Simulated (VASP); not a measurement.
Input of a VASP 6.6.1 run:

INCAR

```
PREC = Accurate ; ENCUT = 520
EDIFF = 1E-6 ; ISMEAR = 0
SIGMA = 0.05 ; LREAL = F
LASPH = T ; NELM = 80
ALGO = Normal ; ISIF = 2
LWAVE = F ; LCHARG = F
GGA = PE ; IVDW = 12
NBANDS = 35
```

File KPOINTS:

```
Automatic mesh
0
Gamma
  9 9 2
```

POSCAR

```
WSe2
1.0
   -3.2789854852      0.0000000000      0.0000000000
   -1.6394927426     -2.8396847288      0.0000000000
   -0.1366243952     -0.2366403941     14.0112373504
W Se
2 4
Direct
    0.0000000000     -0.0625000000      0.7500000000
    0.0000000000     -0.0208333333      0.2500000000
    0.3333333333      0.2608102978      0.8702764262
    0.3333333333      0.3024769645      0.3702764262
    0.3333333333      0.3225230355      0.1297235738
    0.3333333333      0.2808563688      0.6297235738
```

Potentials or basis: VASP PAW PBE potentials, release 64 (W_sv, Se).

Run with:

```sh
$ cat potpaw_PBE.64/W_sv/POTCAR potpaw_PBE.64/Se/POTCAR > POTCAR
$ mpirun -np 1 vasp_std > vasp.out
```

Question: What does it give for the band gap on the k mesh?

Answer: 1.33 eV.

Question: What does it give for the pressure?

Answer: 0.3 GPa.

Question: Estimate the dispersion energy per atom.

Answer: -0.432 eV.

Stress tensor (GPa, compression positive):
```
 0.26  0.00 -0.05
 0.00  0.26 -0.09
-0.05 -0.09  0.34
```

Caveat: spin-orbit coupling is left out, which moves the levels of the heavy elements. A hybrid or GW would open this gap; PBE tends to underestimate it.
